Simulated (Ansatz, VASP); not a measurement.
V in VASP and in Ansatz

Contents of INCAR:

```
SYSTEM = V
ALGO = Normal
EDIFF = 1E-6
ENCUT = 520
GGA = PE
ISIF = 2
ISMEAR = 0
ISPIN = 2
LASPH = .True.
LCHARG = .True.
LELF = .True.
LMAXMIX = 4
LORBIT = 11
LREAL = .False.
LVHAR = .True.
LWAVE = .False.
MAGMOM = 2
NBANDS = 16
NELM = 150
PREC = Accurate
SIGMA = 0.020999999999999998
```

The input KPOINTS:

```
k-points
0
Gamma
  12 12 12
  0 0 0
```

POSCAR

```
V
1.0
   -1.5143500000      1.5143500000      1.5143500000
    1.5143500000     -1.5143500000      1.5143500000
    1.5143500000      1.5143500000     -1.5143500000
V
1
Direct
    0.0000000000      0.0000000000      0.0000000000
```

File input.yaml:

```yaml
crystal:
  lattice:
    - [-1.51435, 1.51435, 1.51435]
    - [1.51435, -1.51435, 1.51435]
    - [1.51435, 1.51435, -1.51435]
  atoms:
    - { symbol: V, position: [0.0, 0.0, 0.0], spin: 2.0 }
kpoints:
  mp_grid: { grid: [12, 12, 12] }
scf:
  occupations: { method: gaussian, width: 0.021 }
hamiltonian:
  xc: pbe
  pseudopotentials: { kind: all_electron, lapw: { basis_error: 0.001 } }
magnetization:
  spin_polarized: true
output:
  forces: true
  stress: true
  eigenvalues: true
```

Alike in both runs: task single point; functional PBE; k mesh 12 × 12 × 12; occupations gaussian, width 0.021 eV; collinear spin.

|  | VASP | Ansatz |
| --- | --- | --- |
| version | VASP 6.6.1 | Ansatz 0.2.0 |
| potentials or method | VASP PAW PBE potentials, release 64 (V_sv), cutoff 520 eV | all-electron LAPW, scalar-relativistic |

```csv
,VASP,Ansatz,Ansatz less VASP
gap on the k mesh at the Fermi level (eV),none,none,-
pressure (GPa),-5.1,-5.3,-0.21
net moment per atom (μB),0.13,0.12,-0.005
size of the moment on the site where the two differ most (μB),0.11,0.11,+0.001
```

Site moments also hang on the region over which each program counts them. A gap of «none» marks a metal or a gap that the smearing closes. Ansatz ran all-electron here, and VASP with PAW potentials.
